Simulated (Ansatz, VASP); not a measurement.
Al: VASP beside Ansatz

```
Al
1.0
     2.69832    0.00000    0.00000
     0.00000    2.69832    0.00000
     0.00000    0.00000    2.69832
Al
1
Direct
  0.00000 0.00000 0.00000
```

Alike in both runs: task single point; functional revPBE; k mesh 13 × 13 × 13; occupations fermi-dirac, width 0.1 eV; no spin polarisation.

|  | VASP | Ansatz |
| --- | --- | --- |
| version | VASP 6.6.1 | Ansatz 0.2.0 |
| potentials or method | VASP PAW PBE potentials, release 64 (Al), cutoff 520 eV | plane waves (420 eV) with PAW, scalar-relativistic |
| valence electrons in the cell | 3 | 3 |

|  | VASP | Ansatz | Ansatz less VASP |
| --- | --- | --- | --- |
| pressure (GPa) | 2.4 | 2.4 | +0.09 |

VASP's potentials were made for PBE, not for revPBE.
